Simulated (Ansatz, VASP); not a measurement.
## BaTiO3 in VASP and in Ansatz

```
Ba Ti O
1.0
     4.01923    0.00000    0.00000
     0.00000    4.01923    0.00000
     0.00000    0.00000    4.01928
Ba Ti O
1 1 3
Cartesian
  0.0000 0.0000 0.0000
  2.0096 2.0096 2.0096
  2.1952 1.8240 0.0000
  2.1952 -0.1856 2.0096
  0.1856 1.8240 2.0096
```

Change from the starting cell: all O atoms moved +0.263 Å, as atom 3 along Cartesian [1 -1 0].

Alike in both runs: task single point; functional PBE; k mesh 8 × 8 × 8; occupations gaussian, width 0.05 eV; no spin polarisation.

```csv
,VASP,Ansatz
version,VASP 6.6.1,Ansatz 0.2.0
potentials or method,"VASP PAW PBE potentials, release 64 (Ba_sv, Ti_sv, O), cutoff 520 eV","scalar-relativistic, plane waves, PAW"
valence electrons in the cell,40,40
```

|  | VASP | Ansatz | Ansatz less VASP |
| --- | --- | --- | --- |
| gap on the k mesh at the Fermi level (eV) | 2.40 | 2.44 | +0.039 |
| least direct gap on the mesh (eV) | 2.89 | 2.90 | +0.011 |
| pressure (GPa) | 6.4 | 4.6 | -1.85 |
| traceless stress, the component that is largest in VASP (GPa) | -3.26 | -3.11 | +0.150 |
| rms of the force components (eV/Å) | 0.350 | 0.295 | -0.0550 |

Atom by atom the forces differ by 0.060 eV/Å (rms over components). With one functional, cell and mesh, what is left measures potentials, basis and numerics.

Neither program's run includes spin-orbit coupling.
